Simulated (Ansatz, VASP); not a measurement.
**Pb in VASP and in Ansatz**

Contents of INCAR:

```
SYSTEM = Pb
  PREC = Accurate
  ENCUT = 520
  EDIFF = 1E-7
  ISMEAR = -1
  SIGMA = 0.2
  LREAL = .False.
  LASPH = .True.
  NELM = 60
  ALGO = Normal
  ISIF = 2
  LWAVE = .False.
  LCHARG = .False.
  GGA = CA
  NBANDS = 13
```

File KPOINTS:

```
regular mesh
0
Gamma
  11 11 11
  0 0 0
```

The input POSCAR:

```
Pb
1.0
    0.0000000000      2.4375492138      2.4375492138
    2.4375492138      0.0000000000      2.4375492138
    2.4375492138      2.4375492138      0.0000000000
Pb
1
Direct
    0.0000000000      0.0000000000      0.0000000000
```

Input for Ansatz:

```yaml
crystal:
  lattice:
    - [0.0, 2.4375492138, 2.4375492138]
    - [2.4375492138, 0.0, 2.4375492138]
    - [2.4375492138, 2.4375492138, 0.0]
  atoms:
    - { symbol: Pb, position: [0.0, 0.0, 0.0] }
hamiltonian:
  xc: lda
  pseudopotentials:
    kind: paw
    azcp:
      Pb: "pseudopotentials/Pb.paw.azcp"
basis:
  ecutwfc: 420
  fft_grid_basis: typed
kpoints:
  mp_grid: { grid: [11, 11, 11], shift: [0, 0, 0] }
magnetization:
  spin_polarized: false
scf:
  occupations: { method: fermi_dirac, width: 0.2 }
  lower_state_search: "off"
output:
  stress: true
```

Alike in both runs: task single point; functional LDA; k mesh 11 × 11 × 11; occupations fermi-dirac, width 0.2 eV; no spin polarisation.

```csv
,VASP,Ansatz
version,VASP 6.6.1,Ansatz 0.2.0
potentials or method,"VASP PAW LDA potentials, release 64 (Pb_d), cutoff 520 eV","plane waves (420 eV) with PAW, scalar-relativistic"
valence electrons in the cell,14,14
```

```tsv
	VASP	Ansatz	Ansatz less VASP
pressure (GPa)	0.3	0.2	-0.07
```

Ansatz warns that its potentials were made for another functional, while VASP's fit it. LDA's correlation is that of Perdew and Zunger in VASP and of Perdew and Wang (1992) in Ansatz.

Spin-orbit coupling is off throughout.
